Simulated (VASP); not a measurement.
InP:

```
CELL_PARAMETERS angstrom
0.00000 2.76883 2.76883
2.76883 0.00000 2.76883
2.76883 2.76883 0.00000
ATOMIC_POSITIONS crystal
In 0.00000 0.00000 0.00000
P 0.50000 0.50000 0.50000
```

```yaml
Program: VASP 6.6.1
Task: relaxation of cell and atoms
Functional: PBEsol
Dispersion: D4
Potentials_or_basis: VASP PAW PBE potentials, release 64 (In_d, P)
Cutoff: 600 eV
k_mesh: 8 × 8 × 8
Occupations: fermi-dirac, width 0.05 eV
Spin: no spin polarisation
```

At the start: pressure -4.9 GPa; volume 21.23 Å³/atom.

Task: Where does the relaxation end?

Result: Over 3 steps the energy falls by 21.7 meV/atom and the volume is 19.91 Å³/atom (-6.2 %); space group Fm-3m (No. 225, to 0.05 Å).

Step by step:
| step | energy change (eV) | largest force (eV/Å) | pressure (GPa) | volume (Å³) |
| --- | --- | --- | --- | --- |
| 1 | 0.0000 | 0.0000 | -4.94 | 42.45 |
| 2 | -0.0317 | 0.0000 | 3.10 | 38.56 |
| 3 | -0.0435 | 0.0000 | 0.00 | 39.81 |

Final structure:
```cif
data_structure
_symmetry_space_group_name_H-M 'P 1'
_symmetry_Int_Tables_number 1
_cell_length_a 3.8327
_cell_length_b 3.8327
_cell_length_c 3.8327
_cell_angle_alpha 60.000
_cell_angle_beta 60.000
_cell_angle_gamma 60.000
_cell_volume 39.81
loop_
_atom_site_label
_atom_site_type_symbol
_atom_site_fract_x
_atom_site_fract_y
_atom_site_fract_z
_atom_site_occupancy
In1 In 0.00000 0.00000 0.00000 1
P1 P 0.50000 0.50000 0.50000 1
```

Caveat: the PAW data sets were made with another functional, which shifts forces and pressure a little; pairwise dispersion overbinds metals, which lowers pressure and volume.
